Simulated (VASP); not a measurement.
**Ir: single point with LDA**

Crystal: Ir.

```
Ir
1.0
     2.70527    0.00000    0.00000
    -1.35263    2.34283    0.00000
     0.00000    0.00000    4.16690
Ir
2
Cartesian
  1.3526 0.7809 3.1252
  0.0000 1.5619 1.0417
```

This isn't the form of Ir at room conditions, which is fcc.

- Program: VASP 6.6.1
- Task: single point
- Functional: LDA
- Potentials or basis: VASP PAW LDA potentials, release 64 (Ir_sv_GW)
- Cutoff: 560 eV
- k mesh: 18 × 18 × 10
- Occupations: gaussian, width 0.15 eV
- Spin: no spin polarisation
- Dipole correction: no
- Further INCAR settings: ALGO = Normal; EDIFF = 1e-06; NBANDS = 24

* Pressure: 25.1 GPa
* Band gap on the k mesh: zero (bands 17 and 18 overlap by 3.68 eV)

Stress tensor (GPa, compression positive):
```
16.16  0.00  0.00
 0.00 16.16  0.00
 0.00  0.00 43.12
```

Levels at points of the mesh, in eV from the Fermi level:
```csv
k point,band 13,band 14,band 15,band 16,band 17,band 18,band 19,band 20,band 21,band 22
"(0.00, 0.00, 0.00)",-3.91,-3.55,-3.55,-3.22,-3.22,-0.40,0.21,0.21,8.41,13.24
"(0.50, 0.00, 0.00)",-4.02,-3.69,-3.03,0.37,0.99,1.35,3.06,4.52,8.70,10.88
"(0.00, 0.00, 0.50)",-4.72,-4.72,-4.70,-4.70,-0.54,-0.54,-0.54,-0.54,12.90,12.90
"(0.50, 0.00, 0.50)",-2.72,-2.72,-1.20,-1.20,0.75,0.75,2.10,2.10,8.14,8.14
```

It took 57 s on 1 thread of Intel(R) Xeon(R) Platinum 8559C (Emerald Rapids), on a shared host, peak memory 0.24 GiB.

Caveat: the stress differs along the axes, from 16 to 43 GPa; spin-orbit coupling is left out, which moves the levels of the heavy elements.
